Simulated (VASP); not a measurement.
Input of a VASP 6.6.1 run:

File INCAR:

```
  ALGO = Normal
  DIPOL = 0.5 0.5 0.305
  EDIFF = 1E-6
  ENCUT = 520
  IDIPOL = 3
  ISIF = 2
  ISMEAR = 0
  ISPIN = 2
  LASPH = T
  LCHARG = T
  LDIPOL = T
  LELF = T
  LORBIT = 11
  LREAL = F
  LVACPOTAV = T
  LVHAR = T
  LWAVE = F
  MAGMOM = 0 0 0 0 0 0 0 0 0 0 0 0 1
  NBANDS = 40
  NELM = 150
  PREC = Accurate
  SIGMA = 0.1
```

Contents of KPOINTS:

```
k-points
0
Gamma
  5 5 1
```

Contents of POSCAR:

```
Al12Ga
1.0
    5.6343731020      0.0000000000      0.0000000000
    0.0000000000      5.6343731020      0.0000000000
    0.0000000000      0.0000000000     21.1039189491
Al Ga
12 1
Direct
    0.2500000000      0.2500000000      0.1895382564
    0.2500000000      0.7500000000      0.1895382564
    0.7500000000      0.2500000000      0.1895382564
    0.7500000000      0.7500000000      0.1895382564
    0.0000000000      0.0000000000      0.2867506898
    0.0000000000      0.5000000000      0.2867506898
    0.5000000000      0.0000000000      0.2867506898
    0.5000000000      0.5000000000      0.2867506898
    0.2500000000      0.2500000000      0.3840006668
    0.2500000000      0.7500000000      0.3840006668
    0.7500000000      0.2500000000      0.3840006668
    0.7500000000      0.7500000000      0.3840006668
    0.5000000000      0.5000000000      0.5256805135
```

Potentials or basis: VASP PAW LDA potentials, release 64 (Al, Ga_d).

The run is started by

```sh
$ cat potpaw_LDA.64/Al/POTCAR potpaw_LDA.64/Ga_d/POTCAR > POTCAR
$ mpirun -np 1 vasp_std > vasp.out
```

Predict the net moment.

0.00 μB per cell.

Predict the largest force.

1.393 eV/Å.

Forces on the atoms (eV/Å):
```
Al   0.055  0.055  0.012
Al   0.055 -0.055  0.012
Al  -0.055  0.055  0.012
Al  -0.055 -0.055  0.012
Al   0.000  0.000  0.025
Al   0.000  0.000  0.088
Al   0.000  0.000  0.088
Al   0.000  0.000  0.043
Al   0.085  0.085  0.275
Al   0.085 -0.085  0.275
Al  -0.085  0.085  0.275
Al  -0.085 -0.085  0.275
Ga   0.000  0.000 -1.393
```
